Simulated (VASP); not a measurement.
# SnO in VASP: notebook, part 2 of 2

VASP 6.6.1. Earlier steps stand in the parts before.

### Step 4. Electric field gradients, PBE

INCAR

```
SYSTEM = SnO
PREC = Accurate ; ENCUT = 520
EDIFF = 1E-8 ; ISMEAR = -1
SIGMA = 0.01 ; LREAL = .FALSE.
LASPH = .TRUE. ; NELM = 60
ALGO = Normal ; ISIF = 2
LWAVE = .FALSE. ; LCHARG = .FALSE.
GGA = PE ; LEFG = .TRUE.
NBANDS = 28
```

KPOINTS

```
Automatic mesh
0
G
  8 8 6
  0 0 0
```

POSCAR

```
SnO
1.0
    3.8020000000      0.0000000000      0.0000000000
    0.0000000000      3.8020000000      0.0000000000
    0.0000000000      0.0000000000      4.8360000000
Sn O
2 2
Direct
    0.0000000000      0.5000000000      0.2385000000
    0.5000000000      0.0000000000      0.7615000000
    0.0000000000      0.0000000000      0.0000000000
    0.5000000000      0.5000000000      0.0000000000
```

Potentials or basis: VASP PAW PBE potentials, release 64 (Sn_d, O).

Run with:

```console
$ cat potpaw_PBE.64/Sn_d/POTCAR potpaw_PBE.64/O/POTCAR > POTCAR
$ mpirun -np 1 vasp_std > vasp.out
```

OUTCAR:

```text
SYSTEM = SnO
   PREC = Accurate
   ENCUT = 520
   EDIFF = 1E-8
   ISMEAR = -1
   LREAL = .FALSE.
   LASPH = .TRUE.
   NELM = 60
   ISIF = 2
   GGA = PE

 ion  position               nearest neighbor table
   1  0.000  0.500  0.239-   3 2.22   4 2.22   3 2.22   4 2.22   2 3.54   2 3.54   2 3.54   2 3.54
                             2 3.69   2 3.69   2 3.69   2 3.69
   2  0.500  0.000  0.761-   3 2.22   4 2.22   4 2.22   3 2.22   1 3.54   1 3.54   1 3.54   1 3.54
                             1 3.69   1 3.69   1 3.69   1 3.69
   3  0.000  0.000  0.000-   1 2.22   2 2.22   1 2.22   2 2.22
   4  0.500  0.500  0.000-   1 2.22   2 2.22   2 2.22   1 2.22

  LATTYP: Found a simple tetragonal cell.
 ALAT       =     3.8020000000
 C/A-ratio  =     1.2719621252

  Lattice vectors:

 A1 = (   3.8020000000,   0.0000000000,   0.0000000000)
 A2 = (   0.0000000000,   3.8020000000,   0.0000000000)
 A3 = (   0.0000000000,   0.0000000000,   4.8360000000)

Analysis of symmetry for initial positions (statically):
=====================================================================
[... 952 lines left out ...]
      1.90100      0.00000      3.68261        -0.000000      0.000000     -0.433332
      0.00000      0.00000      0.00000         0.000000      0.000000      0.000000
      1.90100      1.90100      0.00000         0.000000     -0.000000      0.000000
 -----------------------------------------------------------------------------------
    total drift:                                0.000000      0.000000      0.000000

  FREE ENERGIE OF THE ION-ELECTRON SYSTEM (eV)
  ---------------------------------------------------
  free  energy   TOTEN  =       -22.6695435606 eV

  energy  without entropy=      -22.6694343551  energy(sigma->0) =      -22.66948896

 Electric field gradients (V/A^2)
---------------------------------------------------------------------
 ion       V_xx      V_yy      V_zz      V_xy      V_xz      V_yz
---------------------------------------------------------------------
   1      83.180    83.180  -166.360     0.000    -0.000    -0.000
   2      83.180    83.180  -166.360    -0.000     0.000     0.000
   3      -1.043    -1.043     2.086    -0.000    -0.000     0.000
   4      -1.043    -1.043     2.086     0.000    -0.000    -0.000
---------------------------------------------------------------------

 Electric field gradients after diagonalization (V/A^2)
 (convention: |V_zz| > |V_xx| > |V_yy|)
----------------------------------------------------------------------
 ion       V_xx      V_yy      V_zz     asymmetry (V_yy - V_xx)/ V_zz
----------------------------------------------------------------------
   1      83.180    83.180  -166.360       0.000
   2      83.180    83.180  -166.360       0.000
   3      -1.043    -1.043     2.086       0.000
   4      -1.043    -1.043     2.086       0.000
----------------------------------------------------------------------

           NMR quadrupolar parameters

 Cq : quadrupolar parameter    Cq=e*Q*V_zz/h
 eta: asymmetry parameters     (V_yy - V_xx)/ V_zz
 Q  : nuclear electric quadrupole moment in mb (millibarn)
----------------------------------------------------------------------
 ion       Cq(MHz)       eta       Q (mb)
----------------------------------------------------------------------
   1      -0.402       0.000       1.000
   2      -0.402       0.000       1.000
   3       0.005       0.000       1.000
   4       0.005       0.000       1.000
----------------------------------------------------------------------
```

OSZICAR:

```text
N       E                     dE             d eps       ncg     rms          rms(c)
DAV:   1     0.418955013075E+03    0.41896E+03   -0.19900E+04  3508   0.219E+03
DAV:   2     0.369651130255E+02   -0.38199E+03   -0.36606E+03  3480   0.544E+02
DAV:   3    -0.234758114632E+02   -0.60441E+02   -0.59380E+02  3856   0.181E+02
[... 10 lines left out ...]
DAV:  14    -0.226695433441E+02    0.47836E-06   -0.54804E-06  4260   0.138E-02    0.310E-03
DAV:  15    -0.226695434307E+02   -0.86625E-07   -0.39886E-07  4572   0.500E-03    0.205E-03
DAV:  16    -0.226695435327E+02   -0.10199E-06   -0.11186E-07  3804   0.276E-03    0.379E-04
DAV:  17    -0.226695435709E+02   -0.38145E-07   -0.10851E-08  2056   0.643E-04    0.140E-04
DAV:  18    -0.226695435557E+02    0.15164E-07   -0.16279E-09  1724   0.356E-04    0.698E-05
DAV:  19    -0.226695435606E+02   -0.48603E-08   -0.29251E-10  1704   0.171E-04
   1 F= -.22669544E+02 E0= -.22669489E+02  d E =-.109205E-03
```

Run time: 44 s. Hardware: 1 thread of Intel Xeon 6975P-C (Granite Rapids), shared host; peak memory 0.22 GiB.

What came out:

| Quantity | Value |
| --- | --- |
| Free energy | -22.6695 eV |
| Pressure | 4.4 GPa |
| Largest force | 0.433 eV/Å |
| Band gap on the k mesh | 0.03 eV (least direct gap 1.95 eV) |
| Largest electric field gradient by atom | Sn -166.4; O +2.1 V/Å² |

Forces in eV/Å, atoms in the order of the input:
```
Sn   0.000  0.000  0.433
Sn   0.000  0.000 -0.433
O    0.000  0.000  0.000
O    0.000  0.000  0.000
```

Stress tensor (GPa, compression positive):
```
4.85 0.00 0.00
0.00 4.85 0.00
0.00 0.00 3.64
```

Levels at points of the mesh, in eV from the valence-band top:
```csv
k point,band 16,band 17,band 18,band 19,band 20,band 21,band 22,band 23,band 24,band 25
"(0.00, 0.00, 0.00)",-6.33,-3.53,-3.22,-3.22,0.00,2.10,4.37,4.64,4.64,5.72
"(0.50, 0.00, 0.00)",-5.06,-4.90,-4.90,-2.76,-2.76,3.17,3.17,5.89,5.89,6.01
"(0.50, 0.50, 0.00)",-5.19,-2.56,-2.56,-1.93,-1.93,0.03,0.03,4.44,4.44,7.24
"(0.00, 0.00, 0.50)",-3.60,-3.23,-3.23,-3.13,-2.28,1.69,2.92,2.92,3.67,7.91
"(0.50, 0.00, 0.50)",-5.52,-4.86,-4.86,-1.79,-1.79,2.56,2.56,5.40,5.40,6.68
"(0.50, 0.50, 0.50)",-5.65,-2.72,-2.72,-2.56,-2.56,2.30,2.30,4.03,4.03,5.59
```

Electric field gradients, principal values (V/Å²):
```
atom   least  middle  greatest (by size)
1 Sn  83.180  83.180            -166.360
2 Sn  83.180  83.180            -166.360
 3 O  -1.043  -1.043               2.086
 4 O  -1.043  -1.043               2.086
```

Caveat: the cell stands under pressure; without QUAD_EFG the Cq values of the log hold for a quadrupole moment of 1 mb, not for the nuclei; spin-orbit coupling is left out, which moves the levels of the heavy elements. A k mesh can miss the band edges.

### Step 5. Single point, PBE

POSCAR is that of step 4.

INCAR.step1

```
SYSTEM = SnO
  ALGO = Normal
  EDIFF = 1E-7
  ENCUT = 520
  GGA = PE
  ISIF = 2
  ISMEAR = -1
  LASPH = .TRUE.
  LCHARG = .TRUE.
  LREAL = .FALSE.
  LWAVE = .FALSE.
  NBANDS = 28
  NELM = 80
  PREC = Accurate
  SIGMA = 0.01
```

KPOINTS.step1

```
k-points
0
G
  8 8 6
  0 0 0
```

INCAR.step2

```
SYSTEM = SnO
  ALGO = Normal
  EDIFF = 1E-7
  ENCUT = 520
  GGA = PE
  ICHARG = 11
  ISIF = 2
  ISMEAR = -5
  LASPH = .TRUE.
  LCHARG = .FALSE.
  LORBIT = 10
  LREAL = .FALSE.
  LWAVE = .FALSE.
  NBANDS = 28
  NEDOS = 1001
  NELM = 80
  PREC = Accurate
  SIGMA = 0.01
```

KPOINTS.step2

```
k-points
0
G
  12 12 9
  0 0 0
```

Run with:

```console
$ cat potpaw_PBE.64/Sn_d/POTCAR potpaw_PBE.64/O/POTCAR > POTCAR
$ cp INCAR.step1 INCAR
$ cp KPOINTS.step1 KPOINTS
$ mpirun -np 1 vasp_std > vasp.out
$ cp INCAR.step2 INCAR
$ cp KPOINTS.step2 KPOINTS
$ mpirun -np 1 vasp_std > vasp.out
```

Run time: 88 s. Hardware: 1 thread of Intel Xeon 6975P-C (Granite Rapids), shared host; peak memory 0.32 GiB.

Results (log left out):

- Valence electrons inside the program's atomic spheres: Sn 12.13; O 5.02

Levels at points of the mesh, in eV from the valence-band top:
| k point | band 18 | band 19 | band 20 | band 21 | band 22 | band 23 |
| --- | --- | --- | --- | --- | --- | --- |
| (0.00, 0.00, 0.00) | -3.22 | -3.22 | 0.00 | 2.09 | 4.37 | 4.64 |
| (0.50, 0.00, 0.00) | -4.90 | -2.77 | -2.77 | 3.17 | 3.17 | 5.89 |
| (0.50, 0.50, 0.00) | -2.56 | -1.93 | -1.93 | 0.03 | 0.03 | 4.43 |

Caveat: spin-orbit coupling is left out, which moves the levels of the heavy elements.

### Step 6. Electric field gradients, PBE (zz strain of -2 %)

INCAR

```
ALGO = Normal
EDIFF = 1E-8
ENCUT = 520
GGA = PE
ISIF = 2
ISMEAR = -1
LASPH = True
LCHARG = False
LEFG = True
LREAL = False
LWAVE = False
NBANDS = 28
NELM = 100
PREC = Accurate
SIGMA = 0.01
```

KPOINTS

```
k-points
0
Gamma
  8 8 6
```

Changes to POSCAR since step 5:

```diff
@@ -4,3 +4,3 @@
     0.0000000000      3.8020000000      0.0000000000
-    0.0000000000      0.0000000000      4.8360000000
+    0.0000000000      0.0000000000      4.7392800000
 Sn O
```

Potentials or basis: VASP PAW PBE potentials, release 64 (Sn_d, O).

Run with:

```console
$ cat potpaw_PBE.64/Sn_d/POTCAR potpaw_PBE.64/O/POTCAR > POTCAR
$ mpirun -np 1 vasp_std > vasp.out
```

OUTCAR:

```text
EDIFF = 1E-8
   ENCUT = 520
   GGA = PE
   ISIF = 2
   ISMEAR = -1
   LASPH = True
   LREAL = False
   NELM = 100
   PREC = Accurate

 ion  position               nearest neighbor table
   1  0.000  0.500  0.239-   3 2.21   4 2.21   3 2.21   4 2.21   2 3.51   2 3.51   2 3.51   2 3.51
                             2 3.66   2 3.66   2 3.66   2 3.66
   2  0.500  0.000  0.761-   3 2.21   4 2.21   4 2.21   3 2.21   1 3.51   1 3.51   1 3.51   1 3.51
                             1 3.66   1 3.66   1 3.66   1 3.66
   3  0.000  0.000  0.000-   1 2.21   2 2.21   1 2.21   2 2.21
   4  0.500  0.500  0.000-   1 2.21   2 2.21   2 2.21   1 2.21

  LATTYP: Found a simple tetragonal cell.
 ALAT       =     3.8020000000
 C/A-ratio  =     1.2465228827

  Lattice vectors:

 A1 = (   3.8020000000,   0.0000000000,   0.0000000000)
 A2 = (   0.0000000000,   3.8020000000,   0.0000000000)
 A3 = (   0.0000000000,   0.0000000000,   4.7392800000)

Analysis of symmetry for initial positions (statically):
=====================================================================
 Subroutine PRICEL returns:
 Original cell was already a primitive cell.
[... 950 lines left out ...]
      1.90100      0.00000      3.60896         0.000000      0.000000     -0.805148
      0.00000      0.00000      0.00000         0.000000     -0.000000      0.000000
      1.90100      1.90100      0.00000         0.000000      0.000000      0.000000
 -----------------------------------------------------------------------------------
    total drift:                                0.000000      0.000000      0.000000

  FREE ENERGIE OF THE ION-ELECTRON SYSTEM (eV)
  ---------------------------------------------------
  free  energy   TOTEN  =       -22.6257543856 eV

  energy  without entropy=      -22.6256704089  energy(sigma->0) =      -22.62571240

 Electric field gradients (V/A^2)
---------------------------------------------------------------------
 ion       V_xx      V_yy      V_zz      V_xy      V_xz      V_yz
---------------------------------------------------------------------
   1      81.817    81.817  -163.634     0.000    -0.000     0.000
   2      81.817    81.817  -163.634     0.000     0.000     0.000
   3       1.560     1.560    -3.120    -0.000    -0.000     0.000
   4       1.560     1.560    -3.120    -0.000    -0.000     0.000
---------------------------------------------------------------------

 Electric field gradients after diagonalization (V/A^2)
 (convention: |V_zz| > |V_xx| > |V_yy|)
----------------------------------------------------------------------
 ion       V_xx      V_yy      V_zz     asymmetry (V_yy - V_xx)/ V_zz
----------------------------------------------------------------------
   1      81.817    81.817  -163.634       0.000
   2      81.817    81.817  -163.634       0.000
   3       1.560     1.560    -3.120       0.000
   4       1.560     1.560    -3.120       0.000
----------------------------------------------------------------------

           NMR quadrupolar parameters

 Cq : quadrupolar parameter    Cq=e*Q*V_zz/h
 eta: asymmetry parameters     (V_yy - V_xx)/ V_zz
 Q  : nuclear electric quadrupole moment in mb (millibarn)
----------------------------------------------------------------------
 ion       Cq(MHz)       eta       Q (mb)
----------------------------------------------------------------------
   1      -0.396       0.000       1.000
   2      -0.396       0.000       1.000
   3      -0.008       0.000       1.000
   4      -0.008       0.000       1.000
----------------------------------------------------------------------
```

OSZICAR:

```text
N       E                     dE             d eps       ncg     rms          rms(c)
DAV:   1     0.418250626885E+03    0.41825E+03   -0.19904E+04  3460   0.220E+03
DAV:   2     0.367763832684E+02   -0.38147E+03   -0.36678E+03  3516   0.542E+02
DAV:   3    -0.233959183203E+02   -0.60172E+02   -0.59061E+02  3848   0.180E+02
[... 11 lines left out ...]
DAV:  15    -0.226257542552E+02   -0.12746E-06   -0.23171E-07  4488   0.380E-03    0.243E-03
DAV:  16    -0.226257543607E+02   -0.10553E-06   -0.12981E-07  4252   0.345E-03    0.413E-04
DAV:  17    -0.226257544100E+02   -0.49327E-07   -0.15569E-08  2808   0.782E-04    0.281E-04
DAV:  18    -0.226257543893E+02    0.20730E-07   -0.18480E-09  1720   0.347E-04    0.552E-05
DAV:  19    -0.226257543856E+02    0.36916E-08   -0.10152E-09  1704   0.262E-04
   1 F= -.22625754E+02 E0= -.22625712E+02  d E =-.839767E-04
```

stdout:

```text
POSCAR found type information on POSCAR SnO
 POSCAR found :  2 types and       4 ions
 scaLAPACK will be used
 LDA part: xc-table for (Slater+PW92), standard interpolation
 POSCAR, INCAR and KPOINTS ok, starting setup
 FFT: planning ... GRIDC
 FFT: planning ... GRID_SOFT
 FFT: planning ... GRID
 WAVECAR not read
 entering main loop
ion   1

ion   2

ion   3

ion   4
```

Run time: 81 s. Hardware: 1 thread of Intel Xeon Platinum 8375C at 2.90GHz (Ice Lake), shared host; peak memory 0.23 GiB.

What came out:

- Free energy: -22.6258 eV
- Pressure: 6.3 GPa
- Largest force: 0.805 eV/Å
- Band gap on the k mesh: 0.05 eV (least direct gap 1.90 eV)
- Largest electric field gradient by atom: Sn -163.6; O -3.1 V/Å²

Forces on the atoms (eV/Å):
```
Sn   0.000  0.000  0.805
Sn   0.000  0.000 -0.805
O    0.000  0.000  0.000
O    0.000  0.000  0.000
```

Stress tensor (GPa, compression positive):
```
6.41 0.00 0.00
0.00 6.41 0.00
0.00 0.00 6.10
```

Electric field gradients, principal values (V/Å²):
```tsv
atom	least	middle	greatest (by size)
1 Sn	81.817	81.817	-163.634
2 Sn	81.817	81.817	-163.634
3 O	1.560	1.560	-3.120
4 O	1.560	1.560	-3.120
```

Caveat: the cell differs from its parent crystal (zz strain of -2 %); the cell stands under pressure; without QUAD_EFG the Cq values of the log hold for a quadrupole moment of 1 mb, not for the nuclei; spin-orbit coupling is left out, which moves the levels of the heavy elements.

### Step 7. The runs side by side

```tsv
task	cell	k mesh for the DOS	occupations for the DOS	gap on the mesh (eV)	pressure (GPa)	largest force (eV/Å)
electric field gradients	a = 3.802, b = 3.802, c = 4.836 Å, angles 89.4°, 4 atoms	-	-	0.02	4.5	0.45
electric field gradients	a = 3.802, b = 3.802, c = 4.836 Å, 4 atoms	-	-	0.03	4.4	0.43
single point	a = 3.802, b = 3.802, c = 4.836 Å, 4 atoms	12 × 12 × 9	tetrahedron	-	-	-
electric field gradients	a = 3.802, b = 3.802, c = 4.739 Å, 4 atoms	-	-	0.05	6.3	0.81
```

Alike in all rows: level PBE; potentials or basis VASP PAW PBE potentials, release 64 (Sn_d, O); no spin polarisation; k mesh 8 × 8 × 6; cutoff (eV) 520; smearing fermi-dirac 0.01 eV.

Caveats: spin-orbit coupling is left out, which moves the levels of the heavy elements; the cell stands under pressure (at least some runs).

Absolute energies hang on the potentials; compare differences alone.
